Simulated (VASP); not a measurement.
# AgI (F-43m) in VASP: a series of runs, part 3 of 3

VASP 6.6.1. The steps go on from the part before.

**5. Single point, PBEsol**

This run uses another cell than the first one, of 30.64 Å³/atom, 1.153 times its volume.

File INCAR:

```
SYSTEM = AgI
ALGO = Normal
EDIFF = 1E-6
ENCUT = 500
GGA = PS
GGA_COMPAT = .False.
ISIF = 2
ISMEAR = 0
LASPH = .True.
LCHARG = .True.
LELF = .True.
LREAL = .False.
LVHAR = .True.
LWAVE = .False.
NBANDS = 16
NELM = 120
PREC = Accurate
SIGMA = 0.01
```

File KPOINTS:

```
k-points
0
Gamma
  6 6 6
  0 0 0
```

File POSCAR:

```
AgI
1.0
    3.1292486698      3.1292486698      0.0000000000
   -3.1292486698      3.1292486698      0.0000000000
    0.0000000000      3.1292486698      3.1292486698
Ag I
1 1
Direct
    0.0000000000      0.0000000000      0.0000000000
    0.7500000000      0.2500000000      0.5000000000
```

Potentials or basis: VASP PAW PBE potentials, release 64 (Ag, I).

The run is started by

```sh
$ cat potpaw_PBE.64/Ag/POTCAR potpaw_PBE.64/I/POTCAR > POTCAR
$ mpirun -np 1 vasp_std > vasp.out
```

OUTCAR:

```text
SYSTEM = AgI
   EDIFF = 1E-6
   ENCUT = 500
   GGA = PS
   ISIF = 2
   ISMEAR = 0
   LASPH = .True.
   LREAL = .False.
   NELM = 120
   PREC = Accurate

 ion  position               nearest neighbor table
   1  0.000  0.000  0.000-   2 2.71   2 2.71   2 2.71   2 2.71
   2  0.750  0.250  0.500-   1 2.71   1 2.71   1 2.71   1 2.71

  LATTYP: Found a face centered cubic cell.
 ALAT       =     6.2584973396

  Lattice vectors:

 A1 = (   0.0000000000,   3.1292486698,   3.1292486698)
 A2 = (   3.1292486698,   0.0000000000,   3.1292486698)
 A3 = (   3.1292486698,   3.1292486698,   0.0000000000)

Analysis of symmetry for initial positions (statically):
=====================================================================
 Subroutine PRICEL returns:
 Original cell was already a primitive cell.

 Routine SETGRP: Setting up the symmetry group for a
 face centered cubic supercell.

 Subroutine GETGRP returns: Found 24 space group operations
 (whereof 24 operations were pure point group operations)
 out of a pool of 48 trial point group operations.

The static configuration has the point symmetry T_d .

Analysis of symmetry for dynamics (positions and initial velocities):
=====================================================================
 Subroutine PRICEL returns:
 Original cell was already a primitive cell.

 Routine SETGRP: Setting up the symmetry group for a
 face centered cubic supercell.

 Subroutine GETGRP returns: Found 24 space group operations
 (whereof 24 operations were pure point group operations)
 out of a pool of 48 trial point group operations.

The dynamic configuration has the point symmetry T_d .

 Subroutine INISYM returns: Found 24 space group operations
 (whereof 24 operations are pure point group operations),
 and found     1 'primitive' translations

----------------------------------------------------------------------------------------

                                     Primitive cell
[... 100 lines left out ...]
   IMIX   =      4    mixing-type and parameters
     AMIX     =   0.40;   BMIX     =  1.00
     AMIX_MAG =   1.60;   BMIX_MAG =  1.00
  volume/ion in A,a.u.               =      30.64       206.78
  Fermi-wavevector in a.u.,A,eV,Ry     =   1.088217  2.056432 16.112246  1.184217
  Thomas-Fermi vector in A             =   2.224394
   LORBIT       =      0    0 simple, 1 ext, 2 COOP (PROOUT), +10 PAW based schemes
   GGA     = PS    functional components
   LHFCALC =     F    Hartree Fock is set to
   AEXX    =    0.0000 exact exchange contribution
   IVDW    =     0    specifies the selected vdW correction
   LEPSILON=     F    determine dielectric tensor
   LRPA    =     F    only Hartree local field effects (RPA)
 non-spin polarized calculation
 Gauss-broadening in eV      SIGMA  =   0.01
  energy-cutoff  :      500.00
  volume of cell :       61.28
 maximum number of plane-waves:      1588
   NGX = 17   NGY = 17   NGZ = 17

 number of electron      17.9999997 magnetization

 Free energy of the ion-electron system (eV)
  ---------------------------------------------------
  ext. energy  EPLUGINS =         0.00000000
  ---------------------------------------------------
  free energy    TOTEN  =        -5.38891073 eV

  energy without entropy =       -5.38891073  energy(sigma->0) =       -5.38891073

 E-fermi :   4.4157     XC(G=0):  -9.1639

 val. band max:        4.3305867817   @ k =   0.0000   0.0000   0.0000
 cond. band min:       5.5288165736   @ k =   0.0000   0.0000   0.0000
 fundamental gap:      1.1982297919
 Fermi energy:         4.4156777860

 k-point     1 :       0.0000    0.0000    0.0000
  band No.  band energies     occupation
      1      -9.1915      2.00000
      2      -0.6406      2.00000
      3      -0.6406      2.00000
      4      -0.6406      2.00000
      5       0.6960      2.00000
      6       0.6960      2.00000
[... 281 lines left out ...]
      3      -0.2061      2.00000
      4      -0.0484      2.00000
      5       0.6801      2.00000
      6       0.9912      2.00000
[... 8 lines left out ...]
     15      16.0426      0.00000
     16      16.2263      0.00000

------------------------ aborting loop because EDIFF is reached ----------------------------------------

  FORCE on cell =-STRESS in cart. coord.  units (eV):
  Direction    XX          YY          ZZ          XY          YZ          ZX
  --------------------------------------------------------------------------------------
  -------------------------------------------------------------------------------------
  Total        1.5019526      1.5019526      1.5019526     -0.0000000      0.0000000     -0.0000000
  in kB       39.2659940     39.2659940     39.2659940     -0.0000000      0.0000000     -0.0000000
  external PRESSURE =      39.2659940 kB  Pullay stress =       0.0000000 kB

 VOLUME and BASIS-vectors are now :
 -----------------------------------------------------------------------------
  energy-cutoff  :      500.00
  volume of cell :       61.28
      direct lattice vectors                 reciprocal lattice vectors
     3.129248670  3.129248670  0.000000000     0.159782763  0.159782763 -0.159782763
    -3.129248670  3.129248670  0.000000000    -0.159782763  0.159782763 -0.159782763
     0.000000000  3.129248670  3.129248670     0.000000000  0.000000000  0.319565527

 POSITION                                       TOTAL-FORCE (eV/Angst)
 -----------------------------------------------------------------------------------
      0.00000      0.00000      0.00000         0.000000     -0.000000      0.000000
      1.56462      4.69387      1.56462        -0.000000      0.000000      0.000000
 -----------------------------------------------------------------------------------
    total drift:                               -0.000000     -0.000000      0.000000

  FREE ENERGIE OF THE ION-ELECTRON SYSTEM (eV)
  ---------------------------------------------------
  free  energy   TOTEN  =        -5.3889107303 eV

  energy  without entropy=       -5.3889107303  energy(sigma->0) =       -5.38891073
```

OSZICAR:

```text
N       E                     dE             d eps       ncg     rms          rms(c)
DAV:   1     0.895574435649E+02    0.89557E+02   -0.76210E+03   512   0.921E+02
DAV:   2    -0.250238654961E+01   -0.92060E+02   -0.86583E+02   624   0.195E+02
DAV:   3    -0.550359254013E+01   -0.30012E+01   -0.29965E+01   600   0.372E+01
DAV:   4    -0.554591874280E+01   -0.42326E-01   -0.42325E-01   808   0.421E+00
DAV:   5    -0.554612001254E+01   -0.20127E-03   -0.20127E-03   672   0.229E-01    0.692E+00
DAV:   6    -0.539490209679E+01    0.15122E+00   -0.46991E-01   568   0.933E+00    0.508E+00
DAV:   7    -0.539074387011E+01    0.41582E-02   -0.47635E-02   552   0.137E+00    0.226E+00
DAV:   8    -0.538882162833E+01    0.19222E-02   -0.19377E-03   656   0.334E-01    0.263E-01
DAV:   9    -0.538886210858E+01   -0.40480E-04   -0.29818E-04   592   0.210E-01    0.437E-02
DAV:  10    -0.538888893704E+01   -0.26828E-04   -0.19426E-05   632   0.345E-02    0.205E-02
DAV:  11    -0.538891081450E+01   -0.21877E-04   -0.23296E-05   536   0.306E-02    0.797E-03
DAV:  12    -0.538891073026E+01    0.84242E-07   -0.77219E-07   528   0.100E-02
   1 F= -.53889107E+01 E0= -.53889107E+01  d E =-.281149E-35
```

Wall time 12 s (1 thread of Intel Xeon 6975P-C, shared host); peak memory 0.18 GiB.

What came out:

* Free energy: -5.3889 eV
* Pressure: 3.9 GPa
* Band gap on the k mesh: 1.20 eV, direct

Caveat: the PAW data sets were made with another functional, which shifts forces and pressure a little; spin-orbit coupling is left out, which moves the levels of the heavy elements. A hybrid or GW would open this gap; PBEsol tends to underestimate it.

**6. Overview**

```tsv
cell	gap on the mesh (eV)	pressure (GPa)
a = 4.220 Å, angles 60.0, 60.0, 90.0°, 2 atoms	1.22	14.9
a = 4.296 Å, angles 60.0, 60.0, 90.0°, 2 atoms	1.21	9.9
a = 4.353 Å, angles 60.0, 60.0, 90.0°, 2 atoms	1.20	6.9
a = 4.425 Å, angles 60.0, 60.0, 90.0°, 2 atoms	1.20	3.9
```

Alike in all rows: task single point; level PBEsol; potentials or basis VASP PAW PBE potentials, release 64 (Ag, I); no spin polarisation; k mesh 6 × 6 × 6; cutoff (eV) 500; smearing gaussian 0.01 eV.

Caveats: the PAW data sets were made with another functional, which shifts forces and pressure a little; spin-orbit coupling is left out, which moves the levels of the heavy elements.

Absolute energies hang on the potentials; compare differences alone.
